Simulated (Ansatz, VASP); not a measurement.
Two plane-wave programs on Co

```
Co
1.0
     2.48736    0.00000    0.00000
    -1.24368    2.15412    0.00000
     0.00000    0.00000    4.06329
Co
2
Cartesian
  0.0000 1.4361 3.0074
  1.2437 0.7180 1.0559
```

Alike in both runs: task single point; functional PBE; k mesh 12 × 12 × 7; occupations fermi-dirac, width 0.05 eV; collinear spin.

|  | VASP | Ansatz |
| --- | --- | --- |
| version | VASP 6.6.1 | Ansatz 0.2.0 |
| potentials or method | VASP PAW PBE potentials, release 64 (Co) | Ansatz PAW |
| plane-wave cutoff (eV) | 520 | 420 |
| valence electrons in the cell | 18 | 34 |

Ansatz gave:

- gap on the k mesh at the Fermi level (eV): none
- pressure (GPa): 0.8
- traceless stress, the component that is largest in VASP (GPa): -1.91
- rms of the force components (eV/Å): 0.285
- net moment per atom (μB): 1.64
- size of the moment on the site where the two differ most (μB): 1.71

Task: Which values does VASP return?

Result: gap on the k mesh at the Fermi level (eV): none; pressure (GPa): -6.5; traceless stress, the component that is largest in VASP (GPa): 0.09; rms of the force components (eV/Å): 0.348; net moment per atom (μB): 0.00; size of the moment on the site where the two differ most (μB): 0.96.

The net moments are unlike, so the other rows may belong to different states. Site moments also hang on the region over which each program counts them. Atom by atom the forces differ by 0.063 eV/Å (rms over components). A gap of «none» marks a metal or a gap that the smearing closes. VASP's potentials hold 18 valence electrons a cell and Ansatz's 34, so a difference there can come from the potentials and not from the codes.
